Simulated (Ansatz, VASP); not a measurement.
Two plane-wave programs on BN

```
CELL_PARAMETERS angstrom
0.00000 1.81300 1.81300
1.81300 0.00000 1.81300
1.81300 1.81300 0.00000
ATOMIC_POSITIONS crystal
N 0.25000 0.25000 0.25000
B 0.00000 0.00000 0.00000
```

Alike in both runs: functional PBE-based screened hybrid; k mesh 7 × 7 × 7; occupations fermi-dirac, width 0.05 eV; no spin polarisation.

|  | VASP | Ansatz |
| --- | --- | --- |
| version | VASP 6.6.1 | Ansatz 0.2.0 |
| potentials or method | VASP PAW PBE potentials, release 64 (N, B) | Ansatz PAW |
| plane-wave cutoff (eV) | 520 | 420 |
| valence electrons in the cell | 8 | 8 |
| task | single point | band structure |

```csv
,VASP,Ansatz,Ansatz less VASP
gap on the k mesh at the Fermi level (eV),5.79,5.81,+0.014
least direct gap on the mesh (eV),10.24,10.26,+0.016
pressure (GPa),-8.7,-9.2,-0.45
```

VASP's potentials were made for PBE, not for PBE-based screened hybrid. With one functional, cell and mesh, what is left measures potentials, basis and numerics.

The k mesh is coarse, so the values compare programs but aren't converged. Noted on Ansatz's run: the k mesh misses the band edges, so the gap on the mesh is wider than the one along the path.
